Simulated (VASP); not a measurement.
A run of VASP 6.6.1 is set up as follows.

Contents of INCAR:

```
SYSTEM = Zr
ALGO = Normal
EDIFF = 1E-6
ENCUT = 520
GGA = PE
ISIF = 2
ISMEAR = -1
LASPH = .TRUE.
LCHARG = .TRUE.
LELF = .TRUE.
LREAL = .FALSE.
LVHAR = .TRUE.
LWAVE = .FALSE.
NBANDS = 19
NELM = 60
PREC = Accurate
SIGMA = 0.08
```

File KPOINTS:

```
k-points
0
G
  15 15 8
  0 0 0
```

The input POSCAR:

```
Zr
1.0
    1.6155496483     -2.7982140730      0.0000000000
    1.6155496482      2.7982140730      0.0000000000
    0.0000000000      0.0000000000      5.1751358152
Zr
2
Direct
    0.6666666670      0.3333333330      0.2500000000
    0.3333333330      0.6666666670      0.7500000000
```

Potentials or basis: VASP PAW PBE potentials, release 64 (Zr_sv).

Launch:

```sh
$ cat potpaw_PBE.64/Zr_sv/POTCAR > POTCAR
$ mpirun -np 1 vasp_std > vasp.out
```

(1) Estimate the pressure.

(2) What does it give for the band gap on the k mesh?

Results:

(1) 0.0 GPa.

(2) zero (band 12 reaches 9.81 eV, above the bottom of band 13 at 8.63 eV).
